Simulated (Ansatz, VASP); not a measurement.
# InSb in VASP and in Ansatz

```xyz
2
Lattice="0.0000 3.5312 2.6139 3.0804 0.0000 2.6139 3.0804 3.5312 0.0000" Properties=species:S:1:pos:R:3 pbc="T T T"
In    0.0000    0.0000    0.0000
Sb    3.0804    3.5312    2.6139
```

Change from the starting cell: strain +e along x and -e along y -0.0733, strain +e along z and -e/2 along x and y -0.1500.

Alike in both runs: task single point; functional PBE; k mesh 12 × 12 × 12; occupations gaussian, width 0.15 eV; no spin polarisation.

|  | VASP | Ansatz |
| --- | --- | --- |
| version | VASP 6.6.1 | Ansatz 0.2.0 |
| potentials or method | VASP PAW PBE potentials, release 64 (In_d, Sb), cutoff 520 eV | scalar-relativistic, plane waves, PAW |
| valence electrons in the cell | 18 | 28 |

|  | VASP | Ansatz | Ansatz less VASP |
| --- | --- | --- | --- |
| gap on the k mesh at the Fermi level (eV) | none | none | - |
| pressure (GPa) | 9.4 | 9.4 | +0.06 |
| traceless stress, the component that is largest in VASP (GPa) | 21.46 | 21.55 | +0.094 |

A gap of «none» marks a metal or a gap that the smearing closes. VASP's potentials hold 18 valence electrons a cell and Ansatz's 28, so a difference there can come from the potentials and not from the codes.

Spin-orbit coupling is off throughout.
